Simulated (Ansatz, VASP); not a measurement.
## Se: VASP beside Ansatz

File INCAR:

```
PREC = Accurate ; ENCUT = 520
EDIFF = 1E-8 ; ISMEAR = -1
SIGMA = 0.01 ; LREAL = False
LASPH = True ; NELM = 80
ALGO = Normal ; ISIF = 2
LWAVE = False ; LCHARG = False
GGA = PE ; LEFG = True
NBANDS = 27
```

KPOINTS

```
regular mesh
0
Gamma
  6 6 6
```

Contents of POSCAR:

```
Se
1.0
    5.5105698660      3.1815289955      1.4763300000
   -5.5105698660      3.1815289955      1.4763300000
    0.0000000000     -6.3630579911      1.4763300000
Se
6
Direct
    0.2806600000      0.1625100000      0.9181800000
    0.9181800000      0.2806600000      0.1625100000
    0.1625100000      0.9181800000      0.2806600000
    0.7193400000      0.8374900000      0.0818200000
    0.0818200000      0.7193400000      0.8374900000
    0.8374900000      0.0818200000      0.7193400000
```

Input for Ansatz:

```yaml
crystal:
  lattice:
    - [5.510569866, 3.1815289955, 1.47633]
    - [-5.510569866, 3.1815289955, 1.47633]
    - [0.0, -6.3630579911, 1.47633]
  atoms:
    - { symbol: Se, position: [0.28066, 0.16251, 0.91818] }
    - { symbol: Se, position: [0.91818, 0.28066, 0.16251] }
    - { symbol: Se, position: [0.16251, 0.91818, 0.28066] }
    - { symbol: Se, position: [0.71934, 0.83749, 0.08182] }
    - { symbol: Se, position: [0.08182, 0.71934, 0.83749] }
    - { symbol: Se, position: [0.83749, 0.08182, 0.71934] }
kpoints:
  mp_grid: { grid: [6, 6, 6] }
scf:
  occupations: { method: fermi_dirac, width: 0.01 }
hamiltonian:
  xc: pbe
  pseudopotentials: { kind: all_electron, datasets: crystal }
output:
  forces: true
  stress: true
  eigenvalues: true
  efg: { contact_densities: true }
```

Change from the starting cell: equal xx and yy strain of -3 %, crystal datasets.

Alike in both runs: task electric field gradients; functional PBE; k mesh 6 × 6 × 6; occupations fermi-dirac, width 0.01 eV; no spin polarisation.

|  | VASP | Ansatz |
| --- | --- | --- |
| version | VASP 6.6.1 | Ansatz 0.2.0 |
| potentials or method | VASP PAW PBE potentials, release 64 (Se), cutoff 520 eV | all-electron PAW with datasets made for the crystal, scalar-relativistic |

|  | VASP | Ansatz | Ansatz less VASP |
| --- | --- | --- | --- |
| gap on the k mesh at the Fermi level (eV) | 1.52 | 1.54 | +0.014 |
| pressure (GPa) | 7.8 | 7.6 | -0.22 |
| traceless stress, the component that is largest in VASP (GPa) | -2.46 | -2.39 | +0.075 |
| rms of the force components (eV/Å) | 0.839 | 0.804 | -0.0349 |
| size of Vzz on the site where it differs most (V/Å²) | 534.2 | 557.8 | +23.58 |

Atom by atom the forces differ by 0.035 eV/Å (rms over components). Ansatz ran all-electron here, and VASP with PAW potentials.
